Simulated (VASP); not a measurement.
# SnTe (Fm-3m) in VASP: further runs, part 2 of 2

VASP 6.6.1. Earlier steps stand in the parts before.

## 3. Relaxation of cell and atoms, PBE

This run uses another cell than the first one, of 31.38 Å³/atom.

INCAR reads:

```
PREC = Accurate
ENCUT = 600
EDIFF = 1E-6
ISMEAR = -1
SIGMA = 0.1
LREAL = False
LASPH = True
NELM = 80
ALGO = Normal
ISIF = 3
LWAVE = False
LCHARG = False
GGA = PE
IBRION = 2
NSW = 80
EDIFFG = -0.03
```

KPOINTS reads:

```
regular mesh
0
Gamma
  9 9 9
```

POSCAR reads:

```
SnTe
1.0
    0.0000000000      3.1542540000      3.1542540000
    3.1542540000      0.0000000000      3.1542540000
    3.1542540000      3.1542540000      0.0000000000
Te Sn
1 1
Direct
    0.5000000000      0.5000000000      0.5000000000
    0.0000000000      0.0000000000      0.0000000000
```

Potentials or basis: VASP PAW PBE potentials, release 64 (Te, Sn_d).

Command:

```sh
$ cat potpaw_PBE.64/Te/POTCAR potpaw_PBE.64/Sn_d/POTCAR > POTCAR
$ mpirun -np 1 vasp_std > vasp.out
```

OUTCAR:

```text
PREC = Accurate
   ENCUT = 600
   EDIFF = 1E-6
   ISMEAR = -1
   LREAL = False
   LASPH = True
   NELM = 80
   ISIF = 3
   GGA = PE
   IBRION = 2
   NSW = 80
   EDIFFG = -0.03

 ion  position               nearest neighbor table
   1  0.500  0.500  0.500-   2 3.15   2 3.15   2 3.15   2 3.15   2 3.15   2 3.15
   2  0.000  0.000  0.000-   1 3.15   1 3.15   1 3.15   1 3.15   1 3.15   1 3.15

  LATTYP: Found a face centered cubic cell.
 ALAT       =     6.3085080000

  Lattice vectors:

 A1 = (   0.0000000000,   3.1542540000,   3.1542540000)
 A2 = (   3.1542540000,   0.0000000000,   3.1542540000)
 A3 = (   3.1542540000,   3.1542540000,   0.0000000000)

Analysis of symmetry for initial positions (statically):
=====================================================================
 Subroutine PRICEL returns:
 Original cell was already a primitive cell.

 Routine SETGRP: Setting up the symmetry group for a
 face centered cubic supercell.

 Subroutine GETGRP returns: Found 48 space group operations
 (whereof 48 operations were pure point group operations)
 out of a pool of 48 trial point group operations.

The static configuration has the point symmetry O_h .

Analysis of symmetry for dynamics (positions and initial velocities):
=====================================================================
 Subroutine PRICEL returns:
 Original cell was already a primitive cell.

 Routine SETGRP: Setting up the symmetry group for a
 face centered cubic supercell.

 Subroutine GETGRP returns: Found 48 space group operations
 (whereof 48 operations were pure point group operations)
 out of a pool of 48 trial point group operations.

The dynamic configuration has the point symmetry O_h .

 Subroutine INISYM returns: Found 48 space group operations
 (whereof 48 operations are pure point group operations),
 and found     1 'primitive' translations

----------------------------------------------------------------------------------------

                                     Primitive cell

  volume of cell :      62.7654

  direct lattice vectors                    reciprocal lattice vectors
     0.000000000  3.154254000  3.154254000    -0.158516087  0.158516087  0.158516087
     3.154254000  0.000000000  3.154254000     0.158516087 -0.158516087  0.158516087
     3.154254000  3.154254000  0.000000000     0.158516087  0.158516087 -0.158516087

  length of vectors
     4.460788786  4.460788786  4.460788786     0.274557916  0.274557916  0.274557916

  position of ions in fractional coordinates (direct lattice)
     0.500000000  0.500000000  0.500000000
     0.000000000  0.000000000  0.000000000

  ion indices of the primitive-cell ions
   primitive index   ion index
                 1           1
                 2           2

----------------------------------------------------------------------------------------

 KPOINTS: regular mesh

Automatic generation of k-mesh.
 Grid dimensions read from file:
[... 48 lines left out ...]
   number of dos      NEDOS =    301   number of ions     NIONS =      2
   total plane-waves  NPLWV =  46656
   dimension x,y,z NGX =    36 NGY =   36 NGZ =   36
   dimension x,y,z NGXF=    72 NGYF=   72 NGZF=   72
   ions per type =               1   1
   NGX,Y,Z   is equivalent  to a cutoff of  13.42, 13.42, 13.42 a.u.
   NGXF,Y,Z  is equivalent  to a cutoff of  26.83, 26.83, 26.83 a.u.
 SYSTEM =  unknown system
   PREC   = accura    normal or accurate (medium, high low for compatibility)
   ISTART =      0    job   : 0-new  1-cont  2-samecut
   ICHARG =      2    charge: 1-file 2-atom 10-const
   ISPIN  =      1    spin polarized calculation?
   LNONCOLLINEAR =      F non collinear calculations
   LSORBIT =      F    spin-orbit coupling
   LASPH  =      T    aspherical Exc in radial PAW
   ENCUT  =  600.0 eV  44.10 Ry    6.64 a.u.   8.91  8.91  8.91*2*pi/ulx,y,z
   NELM   =     80;   NELMIN=  2; NELMDL= -5     # of ELM steps
   EDIFF  = 0.1E-05   stopping-criterion for ELM
   LREAL  =      F    real-space projection
   EDIFFG = -.3E-01   stopping-criterion for IOM
   NSW    =     80    number of steps for IOM
   IBRION =      2    ionic relax: 0-MD 1-quasi-New 2-CG
   NFREE  =      1    steps in history (QN), initial steepest desc. (CG)
   ISIF   =      3    stress and relaxation
   ISYM   =      2    0-nonsym 1-usesym 2-fastsym
   POTIM  = 0.5000    time-step for ionic-motion
   TEBEG  =    0.0;   TEEND  =   0.0 temperature during run
   PSTRESS=    0.0 pullay stress
   NELECT =      20.0000    total number of electrons
   NUPDOWN=      -1.0000    fix difference up-down
   EMIN   =  10.00;   EMAX   =-10.00  energy-range for DOS
   EFERMI =   0.00;   METHOD = LEGACY
   ISMEAR =    -1;   SIGMA  =   0.10  broadening in eV -4-tet -1-fermi 0-gaus
   EFERMI_NEDOS =   21; number of points for ismear=-14 and -15
   IALGO  =     38    algorithm
   IMIX   =      4    mixing-type and parameters
     AMIX     =   0.40;   BMIX     =  1.00
     AMIX_MAG =   1.60;   BMIX_MAG =  1.00
  volume/ion in A,a.u.               =      31.38       211.78
  Fermi-wavevector in a.u.,A,eV,Ry     =   1.118179  2.113053 17.011708  1.250325
  Thomas-Fermi vector in A             =   2.254808
   LORBIT       =      0    0 simple, 1 ext, 2 COOP (PROOUT), +10 PAW based schemes
   GGA     = PE    functional components
   LHFCALC =     F    Hartree Fock is set to
   AEXX    =    0.0000 exact exchange contribution
   IVDW    =     0    specifies the selected vdW correction
   LEPSILON=     F    determine dielectric tensor
   LRPA    =     F    only Hartree local field effects (RPA)
 conjugate gradient relaxation of ions
 non-spin polarized calculation
  energy-cutoff  :      600.00
  volume of cell :       62.77
 maximum number of plane-waves:      2122
   NGX = 17   NGY = 17   NGZ = 17

--------------------------------------- Ionic step        1  -------------------------------------------

 number of electron      19.9999999 magnetization

 Free energy of the ion-electron system (eV)
  ---------------------------------------------------
  ext. energy  EPLUGINS =         0.00000000
  ---------------------------------------------------
  free energy    TOTEN  =        -7.54815037 eV

  energy without entropy =       -7.54424137  energy(sigma->0) =       -7.54619587

------------------------ aborting loop because EDIFF is reached ----------------------------------------

  FORCE on cell =-STRESS in cart. coord.  units (eV):
  Direction    XX          YY          ZZ          XY          YZ          ZX
  --------------------------------------------------------------------------------------
  -------------------------------------------------------------------------------------
  Total        0.8113476      0.8113476      0.8113476      0.0000000     -0.0000000     -0.0000000
  in kB       20.7108321     20.7108321     20.7108321      0.0000000     -0.0000000     -0.0000000
  external PRESSURE =      20.7108321 kB  Pullay stress =       0.0000000 kB
[... 59 lines left out ...]
--------------------------------------- Ionic step        3  -------------------------------------------

 number of electron      20.0000005 magnetization

 Free energy of the ion-electron system (eV)
  ---------------------------------------------------
  ext. energy  EPLUGINS =         0.00000000
  ---------------------------------------------------
  free energy    TOTEN  =        -7.56715787 eV

  energy without entropy =       -7.56394440  energy(sigma->0) =       -7.56555113

 E-fermi :   6.3414     XC(G=0):  -9.2694

 val. band max:        6.1186738785   @ k =   0.4444   0.0000   0.0000
 cond. band min:       6.6339833433   @ k =   0.4444   0.0000   0.0000
 fundamental gap:      0.5153094648
 Fermi energy:         6.3413912155

 k-point     1 :       0.0000    0.0000    0.0000
  band No.  band energies     occupation
      1     -15.5466      2.00000
      2     -15.5466      2.00000
      3     -15.5435      2.00000
      4     -15.5435      2.00000
      5     -15.5435      2.00000
      6      -6.1006      2.00000
      7       1.4703      2.00000
      8       4.3311      2.00000
      9       4.3311      2.00000
     10       4.3311      2.00000
     11       9.5814      0.00000
     12       9.5814      0.00000
     13       9.5814      0.00000
     14      11.1814      0.00000
[... 377 lines left out ...]
      1     -15.5592      2.00000
      2     -15.5463      2.00000
      3     -15.5429      2.00000
      4     -15.5351      2.00000
      5     -15.5351      2.00000
      6      -4.7451      2.00000
      7      -0.1757      2.00000
      8       1.3894      2.00000
      9       2.8725      2.00000
     10       2.8725      2.00000
     11       8.7524      0.00000
     12      10.9492      0.00000
     13      10.9492      0.00000
     14      11.9793      0.00000

 [... further k-points ...]
[... 5 lines left out ...]
  --------------------------------------------------------------------------------------
  -------------------------------------------------------------------------------------
  Total       -0.0069654     -0.0069654     -0.0069654     -0.0000000     -0.0000000      0.0000000
  in kB       -0.1696080     -0.1696080     -0.1696080     -0.0000000     -0.0000000      0.0000000
  external PRESSURE =      -0.1696080 kB  Pullay stress =       0.0000000 kB
[... 17 lines left out ...]
  FREE ENERGIE OF THE ION-ELECTRON SYSTEM (eV)
  ---------------------------------------------------
  free  energy   TOTEN  =        -7.5671578682 eV

  energy  without entropy=       -7.5639444002  energy(sigma->0) =       -7.56555113

 reached required accuracy - stopping structural energy minimisation
```

OSZICAR:

```text
N       E                     dE             d eps       ncg     rms          rms(c)
DAV:   1     0.131903762124E+03    0.13190E+03   -0.10449E+04   980   0.180E+03
DAV:   2     0.400982603364E+01   -0.12789E+03   -0.12556E+03  1004   0.406E+02
DAV:   3    -0.728899498726E+01   -0.11299E+02   -0.11192E+02  1298   0.104E+02
DAV:   4    -0.758566714304E+01   -0.29667E+00   -0.29655E+00  1092   0.180E+01
[... 20 lines left out ...]
DAV:   2    -0.757114077540E+01    0.15882E-01   -0.27192E-02  1190   0.277E+00    0.344E-01
DAV:   3    -0.756729567215E+01    0.38451E-02   -0.11887E-02  1202   0.167E+00    0.728E-02
DAV:   4    -0.756720575658E+01    0.89916E-04   -0.30461E-04  1048   0.186E-01    0.654E-02
DAV:   5    -0.756715830027E+01    0.47456E-04   -0.51634E-05  1388   0.598E-02    0.150E-02
DAV:   6    -0.756715786824E+01    0.43203E-06   -0.44552E-06   938   0.363E-02
   3 F= -.75671579E+01 E0= -.75655511E+01  d E =-.190075E-01
```

Run time: 1.8 min. Hardware: 1 thread of Intel Xeon 8259CL, shared host; peak memory 0.24 GiB.

What came out:

```
Free energy                           : -7.5672 eV
Relaxed volume                        : 32.90 Å³/atom
Relaxed cell                          : a = 4.531 Å, b = 4.531 Å, c = 4.531 Å, α = 60.00°, β = 60.00°, γ = 60.00°
Space group after relaxing (to 0.1 Å) : Fm-3m (No. 225)
Energy gained by relaxing             : 9.5 meV/atom
Ionic steps                           : 3
Pressure after relaxing               : 0.0 GPa
```

Step by step:
```csv
step,energy change (eV),largest force (eV/Å),pressure (GPa),volume (Å³)
1,0.0000,0.0000,2.07,62.77
2,-0.0179,0.0000,-0.43,66.52
3,-0.0190,0.0000,-0.02,65.80
```

Final structure:
```cif
data_structure
_symmetry_space_group_name_H-M 'P 1'
_symmetry_Int_Tables_number 1
_cell_length_a 4.5315
_cell_length_b 4.5315
_cell_length_c 4.5315
_cell_angle_alpha 60.000
_cell_angle_beta 60.000
_cell_angle_gamma 60.000
_cell_volume 65.80
loop_
_atom_site_label
_atom_site_type_symbol
_atom_site_fract_x
_atom_site_fract_y
_atom_site_fract_z
_atom_site_occupancy
Te1 Te 0.50000 0.50000 0.50000 1
Sn1 Sn 0.00000 0.00000 0.00000 1
```

Caveat: this odd mesh misses L, so gap, dielectric constants and Born charges aren't listed; spin-orbit coupling is left out, which moves the levels of the heavy elements. Zero-point motion and thermal expansion aren't in these numbers.
